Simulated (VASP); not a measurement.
Input of a VASP 6.6.1 run:

INCAR

```
  ALGO = Normal
  EDIFF = 1E-7
  ENCUT = 520
  GGA = PS
  ISIF = 2
  ISMEAR = -1
  LASPH = T
  LCHARG = F
  LREAL = F
  LWAVE = F
  NBANDS = 20
  NELM = 100
  PREC = Accurate
  SIGMA = 0.1
```

KPOINTS

```
k-points
0
Gamma
  17 17 10
```

The input POSCAR:

```
Tl
1.0
    3.5926548699      0.0000000000      0.0000000000
   -1.7963274350      3.1113303844      0.0000000000
    0.0000000000      0.0000000000      5.7301684877
Tl
2
Direct
    0.3333333333      0.6666666667      0.2500000000
    0.6666666667      0.3333333333      0.7500000000
```

Potentials or basis: VASP PAW PBE potentials, release 64 (Tl_d).

Run with:

```bash
$ cat potpaw_PBE.64/Tl_d/POTCAR > POTCAR
$ mpirun -np 1 vasp_std > vasp.out
```

(1) What does it give for the pressure?

(2) What does it give for the band gap on the k mesh?

Results:

(1) -3.1 GPa.

(2) zero (bands 13 and 14 overlap by 4.97 eV).

Caveat: the cell stands under tension; the PAW data sets were made with another functional, which shifts forces and pressure a little; spin-orbit coupling is left out, which moves the levels of the heavy elements.
